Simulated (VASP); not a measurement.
A run of VASP 6.6.1 is set up as follows.

The input INCAR:

```
PREC     = Accurate       # precision mode
ENCUT    = 520            # plane-wave cutoff, eV
EDIFF    = 1E-6           # SCF threshold, eV
ISMEAR   = 0              # smearing method
SIGMA    = 0.1            # smearing width, eV
LREAL    = False          # projectors in reciprocal space
LASPH    = True           # aspherical terms in the spheres
NELM     = 100            # most SCF steps
ALGO     = Normal         # electronic algorithm
ISIF     = 2              # what is computed and relaxed
LWAVE    = False          # write WAVECAR
LCHARG   = False          # write CHGCAR
GGA      = PE             # functional
NBANDS   = 16             # bands
```

KPOINTS

```
Automatic mesh
0
Gamma
  6 6 6
```

The input POSCAR:

```
NaAu
1.0
    2.0451821000      1.1807864400      2.9506544700
   -2.0451821000      1.1807864400      2.9506544700
    0.0000000000     -2.3615728800      2.9506544700
Na Au
1 1
Direct
    0.5000000000      0.5000000000      0.5000000000
    0.0000000000      0.0000000000      0.0000000000
```

Potentials or basis: VASP PAW PBE potentials, release 64 (Na_pv, Au).

The run is started by

```bash
$ cat potpaw_PBE.64/Na_pv/POTCAR potpaw_PBE.64/Au/POTCAR > POTCAR
$ mpirun -np 1 vasp_std > vasp.out
```

What does it give for the band gap on the k mesh?

0.24 eV, indirect (least direct gap 0.92 eV).

Predict the pressure.

7.7 GPa.

Stress tensor (GPa, compression positive):
```
8.26 0.00 0.00
0.00 8.26 0.00
0.00 0.00 6.46
```

Caveat: spin-orbit coupling is left out, which moves the levels of the heavy elements. A k mesh can miss the band edges.
